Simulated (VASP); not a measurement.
A run of VASP 6.6.1 is set up as follows.

File INCAR:

```
SYSTEM = LaHg2
PREC = Accurate
ENCUT = 520
EDIFF = 1E-6
ISMEAR = -1
SIGMA = 0.03
LREAL = .False.
LASPH = .True.
NELM = 60
ALGO = Normal
ISIF = 2
LWAVE = .False.
LCHARG = .False.
GGA = PS
NBANDS = 24
```

KPOINTS

```
regular mesh
0
Gamma
  10 10 11
  0 0 0
```

File POSCAR:

```
LaHg2
1.0
    5.0252723966      0.0000000000      0.0000000000
   -2.5126361983      4.3520135563      0.0000000000
    0.0000000000      0.0000000000      3.6980318239
La Hg
1 2
Direct
    0.0000000000      0.0000000000      0.0000000000
    0.3333333333      0.6666666667      0.4500000000
    0.6666666667      0.3333333333      0.5500000000
```

Potentials or basis: VASP PAW PBE potentials, release 64 (La, Hg).

Command:

```bash
$ cat potpaw_PBE.64/La/POTCAR potpaw_PBE.64/Hg/POTCAR > POTCAR
$ mpirun -np 1 vasp_std > vasp.out
```

Q: What does it give for the pressure?

A: -2.9 GPa.

Q: What does it give for the largest force?

A: 0.255 eV/Å.

Forces on the atoms (eV/Å):
```
La   0.000  0.000  0.000
Hg   0.000  0.000  0.255
Hg   0.000  0.000 -0.255
```

Caveat: the PAW data sets were made with another functional, which shifts forces and pressure a little.
